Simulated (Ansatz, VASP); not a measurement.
# Two plane-wave programs on Co

```xyz
2
Lattice="2.5361 0.0000 0.0000 -1.2681 2.1964 0.0000 0.0000 0.0000 4.1430" Properties=species:S:1:pos:R:3 pbc="T T T"
Co    0.0000    1.4642    3.0664
Co    1.2681    0.7321    1.0766
```

Alike in both runs: task single point; functional r2SCAN; k mesh 12 × 12 × 7; occupations fermi-dirac, width 0.05 eV; collinear spin.

```csv
,VASP,Ansatz
version,VASP 6.6.1,Ansatz 0.2.0
potentials or method,"VASP PAW PBE potentials, release 64 (Co)",Ansatz PAW
plane-wave cutoff (eV),520,500
valence electrons in the cell,18,34
```

VASP gave:

- gap on the k mesh at the Fermi level (eV): none
- pressure (GPa): -14.2
- traceless stress, the component that is largest in VASP (GPa): 1.32
- rms of the force components (eV/Å): 0.014
- net moment per atom (μB): 1.80
- size of the moment on the site where the two differ most (μB): 1.88

Question: Which values does Ansatz return?

Answer: gap on the k mesh at the Fermi level (eV): none; pressure (GPa): -14.3; traceless stress, the component that is largest in VASP (GPa): 1.35; rms of the force components (eV/Å): 0.016; net moment per atom (μB): 1.80; size of the moment on the site where the two differ most (μB): 1.96.

VASP's potentials were made for PBE, not for r2SCAN. Site moments also hang on the region over which each program counts them. Atom by atom the forces differ by 0.002 eV/Å (rms over components). A gap of «none» marks a metal or a gap that the smearing closes. VASP's potentials hold 18 valence electrons a cell and Ansatz's 34, so a difference there can come from the potentials and not from the codes.

Noted on Ansatz's run: the magnetic or orbital state may not be the lowest.
